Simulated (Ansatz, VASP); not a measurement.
## AlN in VASP and in Ansatz

```
Al N
1.0
     3.10939    0.00000    0.00000
    -1.55469    2.69281    0.00000
     0.00000    0.00000    4.97857
Al N
2 2
Direct
  0.33333 0.66667 0.99906
  0.66667 0.33333 0.49906
  0.33333 0.66667 0.38094
  0.66667 0.33333 0.88094
```

Alike in both runs: functional PBE; dispersion D3(BJ); k mesh 12 × 12 × 6; occupations gaussian, width 0.02 eV; no spin polarisation.

Ansatz relaxed the structure, and its values are those at the end. VASP's run is a single point on that final structure, the one shown.

|  | VASP | Ansatz |
| --- | --- | --- |
| version | VASP 6.6.1 | Ansatz 0.2.0 |
| potentials or method | VASP PAW PBE potentials, release 64 (Al, N), cutoff 520 eV | scalar-relativistic, plane waves, PAW |
| valence electrons in the cell | 16 | 16 |

Ansatz gave:

```
gap on the k mesh at the Fermi level (eV) : 4.21
least direct gap on the mesh (eV)         : 4.21
pressure (GPa)                            : 0.0
```

Problem. Which values does VASP return?

Solution. gap on the k mesh at the Fermi level (eV): 4.22; least direct gap on the mesh (eV): 4.22; pressure (GPa): -0.3.
